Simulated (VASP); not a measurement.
Crystal: NiGe3.

```xyz
4
Lattice="0.0000 3.2473 3.2473 3.2473 0.0000 3.2473 3.2473 3.2473 0.0000" Properties=species:S:1:pos:R:3 pbc="T T T"
Ni    0.0000    0.0000    0.0000
Ge    1.6236    1.6236    1.6236
Ge    4.8709    4.8709    4.8709
Ge    3.2473    3.2473    3.2473
```

The cell was generated, and may not be a known phase.

- Program: VASP 6.6.1
- Task: relaxation of cell and atoms
- Functional: PBE
- Potentials or basis: VASP PAW PBE potentials, release 64 (Ni, Ge_d)
- Cutoff: 600 eV
- k mesh: 12 × 12 × 12
- Occupations: gaussian, width 0.1 eV
- Spin: no spin polarisation

At the start: pressure -2.8 GPa; volume 17.12 Å³/atom.

Problem. How do energy, volume and symmetry change on relaxing?

Solution. Over 3 steps the energy falls by 5.5 meV/atom and the volume is 16.51 Å³/atom (-3.6 %); space group Fm-3m (No. 225, to 0.1 Å) before and after.

Step by step:
```csv
step,energy change (eV),largest force (eV/Å),pressure (GPa),volume (Å³)
1,0.0000,0.0000,-2.76,68.48
2,-0.0213,0.0000,0.58,65.60
3,-0.0221,0.0000,-0.05,66.03
```

Final structure:
```cif
data_structure
_symmetry_space_group_name_H-M 'P 1'
_symmetry_Int_Tables_number 1
_cell_length_a 4.5369
_cell_length_b 4.5369
_cell_length_c 4.5369
_cell_angle_alpha 60.000
_cell_angle_beta 60.000
_cell_angle_gamma 60.000
_cell_volume 66.03
loop_
_atom_site_label
_atom_site_type_symbol
_atom_site_fract_x
_atom_site_fract_y
_atom_site_fract_z
_atom_site_occupancy
Ni1 Ni 0.00000 0.00000 0.00000 1
Ge1 Ge 0.25000 0.25000 0.25000 1
Ge2 Ge 0.75000 0.75000 0.75000 1
Ge3 Ge 0.50000 0.50000 0.50000 1
```
